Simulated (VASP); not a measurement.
# Si (Fd-3m) in VASP: a series of runs

Si is run at these levels: LDA; tasks: single point.

Everything below comes from runs of VASP 6.6.1. Logs are shortened: lines on timing, memory, paths and dates and some standing lists are left out, and cuts for length are marked.

## Step 1: The cell of the first run

The structure is cubic, space group Fd-3m (No. 227). Conventional cell: a = 5.444 Å, b = 5.444 Å, c = 5.444 Å, α = 90.00°, β = 90.00°, γ = 90.00°. Si (site symmetry -43m) has 4 Si at 2.36 Å within 3.1 Å.

## Step 2: Single point, LDA

The input, INCAR:

```
SYSTEM = Si
ALGO     = Normal         ! electronic algorithm
EDIFF    = 1E-6           ! SCF threshold, eV
ENCUT    = 500            ! plane-wave cutoff, eV
GGA_COMPAT= .FALSE.      
ISIF     = 2              ! what is computed and relaxed
ISMEAR   = 0              ! smearing method
LASPH    = .TRUE.         ! aspherical terms in the spheres
LCHARG   = .TRUE.         ! write CHGCAR
LELF     = .TRUE.         ! ELF
LREAL    = .FALSE.        ! projectors in reciprocal space
LVHAR    = .TRUE.       
LWAVE    = .FALSE.        ! write WAVECAR
NBANDS   = 11             ! bands
NELM     = 120            ! most SCF steps
PREC     = Accurate       ! precision mode
SIGMA    = 0.1            ! smearing width, eV
```

The input, KPOINTS:

```
k-points
0
G
  6 6 6
  0 0 0
```

The input, POSCAR:

```
Si
1.0
    0.0000000000      2.7218511900      2.7218511900
    2.7218511900      0.0000000000      2.7218511900
    2.7218511900      2.7218511900      0.0000000000
Si
2
Direct
    0.7500000000      0.7500000000      0.7500000000
    0.5000000000      0.5000000000      0.5000000000
```

Potentials or basis: VASP PAW LDA potentials, release 64 (Si).

Command:

```sh
$ cat potpaw_LDA.64/Si/POTCAR > POTCAR
$ mpirun -np 1 vasp_std > vasp.out
```

OUTCAR:

```text
SYSTEM = Si
   EDIFF = 1E-6
   ENCUT = 500
   ISIF = 2
   ISMEAR = 0
   LASPH = .TRUE.
   LREAL = .FALSE.
   NELM = 120
   PREC = Accurate

 ion  position               nearest neighbor table
   1  0.750  0.750  0.750-   2 2.36   2 2.36   2 2.36   2 2.36
   2  0.500  0.500  0.500-   1 2.36   1 2.36   1 2.36   1 2.36

  LATTYP: Found a face centered cubic cell.
 ALAT       =     5.4437023800

  Lattice vectors:

 A1 = (   0.0000000000,   2.7218511900,   2.7218511900)
 A2 = (   2.7218511900,   0.0000000000,   2.7218511900)
 A3 = (   2.7218511900,   2.7218511900,   0.0000000000)

Analysis of symmetry for initial positions (statically):
=====================================================================
 Subroutine PRICEL returns:
 Original cell was already a primitive cell.

 Routine SETGRP: Setting up the symmetry group for a
 face centered cubic supercell.

 Subroutine GETGRP returns: Found 48 space group operations
 (whereof 24 operations were pure point group operations)
 out of a pool of 48 trial point group operations.

The static configuration has the point symmetry T_d .
 The point group associated with its full space group is O_h .

Analysis of symmetry for dynamics (positions and initial velocities):
=====================================================================
 Subroutine PRICEL returns:
 Original cell was already a primitive cell.

 Routine SETGRP: Setting up the symmetry group for a
 face centered cubic supercell.

 Subroutine GETGRP returns: Found 48 space group operations
 (whereof 24 operations were pure point group operations)
 out of a pool of 48 trial point group operations.

The dynamic configuration has the point symmetry T_d .
 The point group associated with its full space group is O_h .

 Subroutine INISYM returns: Found 48 space group operations
 (whereof 24 operations are pure point group operations),
 and found     1 'primitive' translations

----------------------------------------------------------------------------------------

                                     Primitive cell

  volume of cell :      40.3295

  direct lattice vectors                    reciprocal lattice vectors
     0.000000000  2.721851190  2.721851190    -0.183698507  0.183698507  0.183698507
     2.721851190  0.000000000  2.721851190     0.183698507 -0.183698507  0.183698507
     2.721851190  2.721851190  0.000000000     0.183698507  0.183698507 -0.183698507

  length of vectors
     3.849278868  3.849278868  3.849278868     0.318175147  0.318175147  0.318175147

  position of ions in fractional coordinates (direct lattice)
     0.750000000  0.750000000  0.750000000
     0.500000000  0.500000000  0.500000000

  ion indices of the primitive-cell ions
   primitive index   ion index
                 1           1
                 2           2

----------------------------------------------------------------------------------------

 KPOINTS: k-points

Automatic generation of k-mesh.
 Grid dimensions read from file:
 generate k-points for:    6    6    6

 Generating k-lattice:

  Cartesian coordinates                     Fractional coordinates (reciprocal lattice)
    -0.030616418  0.030616418  0.030616418     0.166666667  0.000000000  0.000000000
     0.030616418 -0.030616418  0.030616418     0.000000000  0.166666667  0.000000000
     0.030616418  0.030616418 -0.030616418     0.000000000  0.000000000  0.166666667

  Length of vectors
     0.053029191  0.053029191  0.053029191

  Shift w.r.t. Gamma in fractional coordinates (k-lattice)
     0.000000000  0.000000000  0.000000000

 Subroutine IBZKPT returns following result:
 ===========================================

 Found     16 irreducible k-points:

 Following reciprocal coordinates:
            Coordinates               Weight
  0.000000  0.000000  0.000000      1.000000
  0.166667  0.000000  0.000000      8.000000
  0.333333  0.000000  0.000000      8.000000
  0.500000  0.000000  0.000000      4.000000
  0.166667  0.166667  0.000000      6.000000
  0.333333  0.166667  0.000000     24.000000
[... 8 lines left out ...]
 -0.333333  0.333333  0.166667     24.000000
 -0.333333  0.500000  0.166667     12.000000
   k-points           NKPTS =     16   k-points in BZ     NKDIM =     16   number of bands    NBANDS=     11
   number of dos      NEDOS =    301   number of ions     NIONS =      2
   total plane-waves  NPLWV =  21952
   dimension x,y,z NGX =    28 NGY =   28 NGZ =   28
   dimension x,y,z NGXF=    56 NGYF=   56 NGZF=   56
   ions per type =               2
   NGX,Y,Z   is equivalent  to a cutoff of  12.09, 12.09, 12.09 a.u.
   NGXF,Y,Z  is equivalent  to a cutoff of  24.19, 24.19, 24.19 a.u.
 SYSTEM =  Si
   PREC   = accura    normal or accurate (medium, high low for compatibility)
   ISTART =      0    job   : 0-new  1-cont  2-samecut
   ICHARG =      2    charge: 1-file 2-atom 10-const
   ISPIN  =      1    spin polarized calculation?
   LNONCOLLINEAR =      F non collinear calculations
   LSORBIT =      F    spin-orbit coupling
   LASPH  =      T    aspherical Exc in radial PAW
   ENCUT  =  500.0 eV  36.75 Ry    6.06 a.u.   7.02  7.02  7.02*2*pi/ulx,y,z
   NELM   =    120;   NELMIN=  2; NELMDL= -5     # of ELM steps
   EDIFF  = 0.1E-05   stopping-criterion for ELM
   LREAL  =      F    real-space projection
   EDIFFG = 0.1E-04   stopping-criterion for IOM
   NSW    =      0    number of steps for IOM
   IBRION =     -1    ionic relax: 0-MD 1-quasi-New 2-CG
   NFREE  =      0    steps in history (QN), initial steepest desc. (CG)
   ISIF   =      2    stress and relaxation
   ISYM   =      2    0-nonsym 1-usesym 2-fastsym
   POTIM  = 0.5000    time-step for ionic-motion
   TEBEG  =    0.0;   TEEND  =   0.0 temperature during run
   PSTRESS=    0.0 pullay stress
   NELECT =       8.0000    total number of electrons
   NUPDOWN=      -1.0000    fix difference up-down
   EMIN   =  10.00;   EMAX   =-10.00  energy-range for DOS
   EFERMI =   0.00;   METHOD = LEGACY
   ISMEAR =     0;   SIGMA  =   0.10  broadening in eV -4-tet -1-fermi 0-gaus
   EFERMI_NEDOS =   21; number of points for ismear=-14 and -15
   IALGO  =     38    algorithm
   IMIX   =      4    mixing-type and parameters
     AMIX     =   0.40;   BMIX     =  1.00
     AMIX_MAG =   1.60;   BMIX_MAG =  1.00
  volume/ion in A,a.u.               =      20.16       136.08
  Fermi-wavevector in a.u.,A,eV,Ry     =   0.954766  1.804247 12.402783  0.911579
  Thomas-Fermi vector in A             =   2.083543
   LORBIT       =      0    0 simple, 1 ext, 2 COOP (PROOUT), +10 PAW based schemes
   GGA     = CA    functional components
   LHFCALC =     F    Hartree Fock is set to
   AEXX    =    0.0000 exact exchange contribution
   IVDW    =     0    specifies the selected vdW correction
   LEPSILON=     F    determine dielectric tensor
   LRPA    =     F    only Hartree local field effects (RPA)
 non-spin polarized calculation
 Gauss-broadening in eV      SIGMA  =   0.10
  energy-cutoff  :      500.00
  volume of cell :       40.33
 maximum number of plane-waves:      1034
   NGX = 13   NGY = 13   NGZ = 13

 number of electron       8.0000001 magnetization

 Free energy of the ion-electron system (eV)
  ---------------------------------------------------
  ext. energy  EPLUGINS =         0.00000000
  ---------------------------------------------------
  free energy    TOTEN  =       -11.88819066 eV

  energy without entropy =      -11.88819045  energy(sigma->0) =      -11.88819055

 E-fermi :   6.0043     XC(G=0):  -9.5759

 val. band max:        5.7054685712   @ k =   0.0000   0.0000   0.0000
 cond. band min:       6.3168693112   @ k =   0.5000   0.5000   0.0000
 fundamental gap:      0.6114007401
 Fermi energy:         6.0042729309

 k-point     1 :       0.0000    0.0000    0.0000
  band No.  band energies     occupation
      1      -6.2054      2.00000
      2       5.7055      1.99998
      3       5.7055      1.99998
      4       5.7055      1.99998
      5       8.2224      0.00000
      6       8.2224      0.00000
      7       8.2224      0.00000
      8       8.8324      0.00000
      9      13.3459      0.00000
     10      13.4247      0.00000
     11      13.4247      0.00000

 k-point     2 :       0.1667    0.0000    0.0000
  band No.  band energies     occupation
      1      -5.8462      2.00000
      2       3.3136      2.00000
      3       5.2572      2.00000
      4       5.2572      2.00000
      5       7.9399      0.00000
      6       8.8650      0.00000
      7       8.8650      0.00000
      8      10.9618      0.00000
      9      12.7619      0.00000
     10      12.7619      0.00000
     11      14.5083      0.00000

 k-point     3 :       0.3333    0.0000    0.0000
  band No.  band energies     occupation
      1      -4.8358      2.00000
      2       0.3739      2.00000
      3       4.7119      2.00000
      4       4.7119      2.00000
      5       7.3341      0.00000
      6       9.1604      0.00000
      7       9.1604      0.00000
      8      13.3504      0.00000
      9      13.6352      0.00000
     10      13.6352      0.00000
     11      14.5638      0.00000

 k-point     4 :       0.5000    0.0000    0.0000
  band No.  band energies     occupation
      1      -3.8841      2.00000
      2      -1.2546      2.00000
      3       4.5157      2.00000
      4       4.5157      2.00000
      5       7.1058      0.00000
      6       8.9952      0.00000
      7       8.9952      0.00000
      8      13.2021      0.00000
      9      16.2013      0.00000
     10      16.2013      0.00000
     11      16.7808      0.00000
[... 127 lines left out ...]
 k-point    14 :       0.5000    0.3333    0.1667
  band No.  band energies     occupation
      1      -3.9287      2.00000
      2       0.0698      2.00000
      3       2.1347      2.00000
      4       3.4144      2.00000
      5       8.4738      0.00000
      6       9.3235      0.00000
      7       9.8419      0.00000
      8      12.6659      0.00000
      9      14.5966      0.00000
     10      15.4541      0.00000
     11      18.5213      0.00000

 k-point    15 :      -0.3333    0.3333    0.1667
  band No.  band energies     occupation
      1      -2.9484      2.00000
      2      -1.1221      2.00000
      3       1.6936      2.00000
      4       2.9474      2.00000
      5       8.9731      0.00000
      6       9.1660      0.00000
      7      11.6976      0.00000
      8      12.1065      0.00000
      9      13.1510      0.00000
     10      16.6750      0.00000
     11      17.4972      0.00000

 k-point    16 :      -0.3333    0.5000    0.1667
  band No.  band energies     occupation
      1      -1.9666      2.00000
      2      -1.9666      2.00000
      3       2.0624      2.00000
      4       2.0624      2.00000
      5       8.3624      0.00000
      6       8.3624      0.00000
      7      12.3536      0.00000
      8      12.3536      0.00000
      9      16.1364      0.00000
     10      16.1364      0.00000
     11      18.5015      0.00000

------------------------ aborting loop because EDIFF is reached ----------------------------------------

  FORCE on cell =-STRESS in cart. coord.  units (eV):
  Direction    XX          YY          ZZ          XY          YZ          ZX
  --------------------------------------------------------------------------------------
  -------------------------------------------------------------------------------------
  Total       -0.5091131     -0.5091131     -0.5091131      0.0000000      0.0000000      0.0000000
  in kB      -20.2256161    -20.2256161    -20.2256161      0.0000000      0.0000000      0.0000000
  external PRESSURE =     -20.2256161 kB  Pullay stress =       0.0000000 kB

 VOLUME and BASIS-vectors are now :
 -----------------------------------------------------------------------------
  energy-cutoff  :      500.00
  volume of cell :       40.33
      direct lattice vectors                 reciprocal lattice vectors
     0.000000000  2.721851190  2.721851190    -0.183698507  0.183698507  0.183698507
     2.721851190  0.000000000  2.721851190     0.183698507 -0.183698507  0.183698507
     2.721851190  2.721851190  0.000000000     0.183698507  0.183698507 -0.183698507

 POSITION                                       TOTAL-FORCE (eV/Angst)
 -----------------------------------------------------------------------------------
      4.08278      4.08278      4.08278         0.000000      0.000000      0.000000
      2.72185      2.72185      2.72185        -0.000000     -0.000000     -0.000000
 -----------------------------------------------------------------------------------
    total drift:                                0.000000      0.000000     -0.000000

  FREE ENERGIE OF THE ION-ELECTRON SYSTEM (eV)
  ---------------------------------------------------
  free  energy   TOTEN  =       -11.8881906617 eV

  energy  without entropy=      -11.8881904482  energy(sigma->0) =      -11.88819055
```

It took 8.5 s on 1 thread of Intel Xeon 8259CL, shared host; peak memory 0.13 GiB.

Results:

| Property | Result |
| --- | --- |
| Free energy | -11.8882 eV |
| Pressure | -2.0 GPa |
| Band gap on the k mesh | 0.61 eV, indirect (least direct gap 2.52 eV) |

A k mesh can miss the band edges. As with any semilocal functional, this LDA gap is likely too small.

(Continued in part 2 of 2.)
